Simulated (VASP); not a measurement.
A run of VASP 6.6.1 is set up as follows.

INCAR

```
PREC     = Accurate       # precision mode
ENCUT    = 520            # plane-wave cutoff, eV
EDIFF    = 1E-6           # SCF threshold, eV
ISMEAR   = -1             # smearing method
SIGMA    = 0.1            # smearing width, eV
LREAL    = F              # projectors in reciprocal space
LASPH    = T              # aspherical terms in the spheres
NELM     = 80             # most SCF steps
ALGO     = Normal         # electronic algorithm
ISIF     = 2              # what is computed and relaxed
LWAVE    = F              # write WAVECAR
LCHARG   = F              # write CHGCAR
GGA      = CA             # functional
NBANDS   = 11             # bands
```

Contents of KPOINTS:

```
regular mesh
0
Gamma
  17 17 17
```

Contents of POSCAR:

```
Pd
1.0
    0.0000000000      1.9206745742      1.9206745742
    1.9206745742      0.0000000000      1.9206745742
    1.9206745742      1.9206745742      0.0000000000
Pd
1
Direct
    0.0000000000      0.0000000000      0.0000000000
```

Potentials or basis: VASP PAW LDA potentials, release 64 (Pd).

Launch:

```sh
$ cat potpaw_LDA.64/Pd/POTCAR > POTCAR
$ mpirun -np 1 vasp_std > vasp.out
```

Problem. Estimate the pressure.

Solution. 0.3 GPa.

Problem. Predict the band gap on the k mesh.

Solution. Zero (band 5 reaches 10.58 eV, above the bottom of band 6 at 8.91 eV).
